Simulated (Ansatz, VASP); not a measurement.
## Ge5P: VASP beside Ansatz

Contents of INCAR:

```
  ALGO = Normal
  EDIFF = 1E-7
  ENCUT = 520
  GGA = PE
  ISIF = 2
  ISMEAR = 0
  LASPH = T
  LCHARG = F
  LREAL = F
  LWAVE = F
  NBANDS = 46
  NELM = 60
  PREC = Accurate
  SIGMA = 0.1
```

The input KPOINTS:

```
k-points
0
Gamma
  3 3 4
```

POSCAR

```
Ge5P
1.0
    5.7585546500      0.0000000000      0.0000000000
   -2.8792773200      4.9870546100      0.0000000000
    0.0000000000      0.0000000000      5.4067585800
Ge P
5 1
Direct
    0.6825739700      0.0000000000      0.0000000000
    0.0000000000      0.6825739700      0.0000000000
    0.3174260300      0.3174260300      0.0000000000
    0.3333333300      0.6666666700      0.5000000000
    0.6666666700      0.3333333300      0.5000000000
    0.0000000000      0.0000000000      0.5000000000
```

Input for Ansatz:

```yaml
crystal:
  lattice:
    - [5.75855465, 0.0, 0.0]
    - [-2.87927732, 4.98705461, 0.0]
    - [0.0, 0.0, 5.40675858]
  atoms:
    - { symbol: Ge, position: [0.68257397, 0.0, 0.0] }
    - { symbol: Ge, position: [0.0, 0.68257397, 0.0] }
    - { symbol: Ge, position: [0.31742603, 0.31742603, 0.0] }
    - { symbol: Ge, position: [0.33333333, 0.66666667, 0.5] }
    - { symbol: Ge, position: [0.66666667, 0.33333333, 0.5] }
    - { symbol: P, position: [0.0, 0.0, 0.5] }
basis:
  ecutwfc: 420
kpoints:
  mp_grid: { grid: [3, 3, 4] }
hamiltonian:
  xc: pbe
scf:
  occupations: { method: gaussian, width: 0.1 }
  lower_state_search: "off"
output:
  forces: true
  stress: true
  eigenvalues: true
```

Change from the starting cell: species swapped into the Sr5Mg type (P-62m, No. 189).

Alike in both runs: task single point; functional PBE; k mesh 3 × 3 × 4; occupations gaussian, width 0.1 eV; no spin polarisation.

|  | VASP | Ansatz |
| --- | --- | --- |
| version | VASP 6.6.1 | Ansatz 0.2.0 |
| potentials or method | VASP PAW PBE potentials, release 64 (Ge_d, P), cutoff 520 eV | scalar-relativistic, plane waves, PAW |
| valence electrons in the cell | 75 | 75 |

|  | VASP | Ansatz | Ansatz less VASP |
| --- | --- | --- | --- |
| gap on the k mesh at the Fermi level (eV) | none | none | - |
| pressure (GPa) | -11.0 | -11.0 | +0.03 |
| traceless stress, the component that is largest in VASP (GPa) | 2.61 | 2.61 | -0.006 |
| rms of the force components (eV/Å) | 0.009 | 0.009 | -0.0001 |

Atom by atom the forces differ by 0.000 eV/Å (rms over components). A gap of «none» marks a metal or a gap that the smearing closes.

The k mesh is coarse, so the values compare programs but aren't converged.
